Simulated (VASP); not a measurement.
Wanted: the native input for a VASP 6.6.1 run.

```yaml
Task: single point
Functional: HSE06
Potentials_or_basis: VASP PAW PBE potentials, release 64 (Ti_sv, Al)
Cutoff: 520 eV
k_mesh: 6 × 6 × 4
Occupations: fermi-dirac, width 0.05 eV
Spin: no spin polarisation
Dipole_correction: no
Grid_for_exact_exchange_PRECFOCK: Normal
Further_INCAR_settings: ALGO = Normal; EDIFF = 1e-06; NBANDS = 14
Share_of_exact_exchange: 0.25
Screening_parameter: 0.2079 1/Å
```

The system is TiAl.

```
Ti Al
1.0
     2.82851    0.00000    0.00000
    -1.41426    2.44956    0.00000
     0.00000    0.00000    4.61486
Ti Al
1 1
Direct
  0.00000 0.00000 0.00000
  0.33333 0.66667 0.50000
```

The input as run:

POSCAR

```
TiAl
1.0
    2.8285106954      0.0000000000      0.0000000000
   -1.4142553477      2.4495621171      0.0000000000
    0.0000000000      0.0000000000      4.6148579117
Ti Al
1 1
Direct
    0.0000000000      0.0000000000      0.0000000000
    0.3333333333      0.6666666667      0.5000000000
```

INCAR.step1

```
PREC = Accurate
ENCUT = 520
EDIFF = 1E-5
ISMEAR = -1
SIGMA = 0.05
LREAL = False
LASPH = True
NELM = 80
ALGO = Normal
ISIF = 2
LWAVE = True
NBANDS = 14
GGA = PE
```

INCAR.step2

```
PREC = Accurate
ENCUT = 520
EDIFF = 1E-6
ISMEAR = -1
SIGMA = 0.05
LREAL = False
LASPH = True
NELM = 80
ALGO = Normal
ISIF = 2
LWAVE = False
LCHARG = True
GGA = PE
LHFCALC = True
HFSCREEN = 0.2079
PRECFOCK = Normal
LELF = True
LVHAR = True
NBANDS = 14
ISTART = 1
```

KPOINTS

```
regular mesh
0
Gamma
  6 6 4
```

Potentials or basis: VASP PAW PBE potentials, release 64 (Ti_sv, Al).

Command:

```bash
$ cat potpaw_PBE.64/Ti_sv/POTCAR potpaw_PBE.64/Al/POTCAR > POTCAR
$ cp INCAR.step1 INCAR
$ mpirun -np 1 vasp_std > vasp.out
$ cp INCAR.step2 INCAR
$ mpirun -np 1 vasp_std > vasp.out
```

Results of the run:

```json
{"Pressure": "3.5 GPa", "Band gap on the k mesh": "zero (an odd number of electrons rules out a gap without spin polarisation)"}
```

Caveat: the k points lie up to 0.43 Å⁻¹ apart, too coarse for converged energies and pressures of a metal; the PAW data sets were made with another functional, which shifts forces and pressure a little.

Run time: 25 min on 1 thread of Intel(R) Xeon(R) Platinum 8259CL CPU @ 2.50GHz (Skylake/Cascade Lake), on a shared host, peak memory 0.27 GiB.
